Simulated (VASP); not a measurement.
# Ni3Hg: single point with LDA

The system is Ni3Hg.

```
Ni Hg
1.0
     3.74491    0.00000    0.00000
     0.00000    3.74491    0.00000
     0.00000    0.00000    3.74491
Ni Hg
3 1
Direct
  0.00000 0.50000 0.50000
  0.50000 0.00000 0.50000
  0.50000 0.50000 0.00000
  0.00000 0.00000 0.00000
```

| Item | Value |
| --- | --- |
| Program | VASP 6.6.1 |
| Task | single point |
| Functional | LDA |
| Potentials or basis | VASP PAW LDA potentials, release 64 (Ni, Hg) |
| Cutoff | 600 eV |
| k mesh | 6 × 6 × 6 |
| Occupations | fermi-dirac, width 0.15 eV |
| Spin | collinear spin, ferromagnetic start |
| Starting moments | [1.5, 1.5, 1.5, 0.0] μB |

```
Pressure                                              : -11.6 GPa
Band gap on the k mesh                                : zero (filled and empty bands overlap)
Net moment                                            : 0.00 μB per cell
Valence electrons inside the program's atomic spheres : Ni 9.20; Hg 10.74
```

Levels at points of the mesh, in eV from the Fermi level:
Spin up:
```csv
k point,band 19,band 20,band 21,band 22,band 23,band 24
"(0.00, 0.00, 0.00)",0.05,0.05,0.05,1.48,1.48,1.48
"(0.50, 0.00, 0.00)",-0.83,-0.63,-0.39,0.05,6.12,6.12
"(0.50, 0.50, 0.00)",-0.81,-0.70,0.20,0.49,0.87,0.87
"(0.50, 0.50, 0.50)",-0.54,-0.54,-0.21,-0.11,-0.11,-0.11
```
Spin down:
```
           k point  band 19  band 20  band 21  band 22  band 23  band 24
(0.00, 0.00, 0.00)     0.05     0.05     0.05     1.48     1.48     1.48
(0.50, 0.00, 0.00)    -0.83    -0.63    -0.39     0.05     6.12     6.12
(0.50, 0.50, 0.00)    -0.81    -0.70     0.20     0.49     0.87     0.87
(0.50, 0.50, 0.50)    -0.54    -0.54    -0.21    -0.10    -0.10    -0.10
```

Run time: 90 s on 1 thread of Intel(R) Xeon(R) Platinum 8259CL CPU @ 2.50GHz (Skylake/Cascade Lake), on a shared host, peak memory 0.2 GiB.

Caveat: the cell stands under tension; the moments typed at the start vanished in this run; spin-orbit coupling is left out, which moves the levels of the heavy elements.
